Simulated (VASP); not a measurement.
Input of a VASP 6.6.1 run:

The input INCAR:

```
SYSTEM = CdF2
ALGO = Normal ; EDIFF = 1E-6
ENCUT = 600 ; GGA_COMPAT = .False.
ISIF = 2 ; ISMEAR = 0
LASPH = .True. ; LCHARG = .False.
LREAL = .False. ; LWAVE = .False.
NBANDS = 24 ; NELM = 120
PREC = Accurate ; SIGMA = 0.05
```

Contents of KPOINTS:

```
k-points
0
Gamma
  8 8 8
  0 0 0
```

POSCAR

```
CdF2
1.0
    0.0000000000      2.6940000000      2.6940000000
    2.6940000000      0.0000000000      2.6940000000
    2.6940000000      2.6940000000      0.0000000000
Cd F
1 2
Direct
    0.0080366129      0.0080366129      0.0080366129
    0.2500000000      0.2500000000      0.2500000000
    0.7500000000      0.7500000000      0.7500000000
```

Potentials or basis: VASP PAW LDA potentials, release 64 (Cd_sv_GW, F).

Run with:

```console
$ cat potpaw_LDA.64/Cd_sv_GW/POTCAR potpaw_LDA.64/F/POTCAR > POTCAR
$ mpirun -np 1 vasp_std > vasp.out
```

Task: What does it give for the band gap on the k mesh?

Result: 2.82 eV, indirect (least direct gap 3.30 eV).

Task: Predict the largest force.

Result: 0.342 eV/Å.

Task: Estimate the pressure.

Result: -6.0 GPa.

Forces on the atoms (eV/Å):
```
Cd  -0.197 -0.197 -0.197
F    0.122  0.122  0.122
F    0.075  0.075  0.075
```

Caveat: the cell differs from its parent crystal (all Cd atoms moved +0.075 Å, as atom 1 along Cartesian [1 1 1]). A k mesh can miss the band edges.
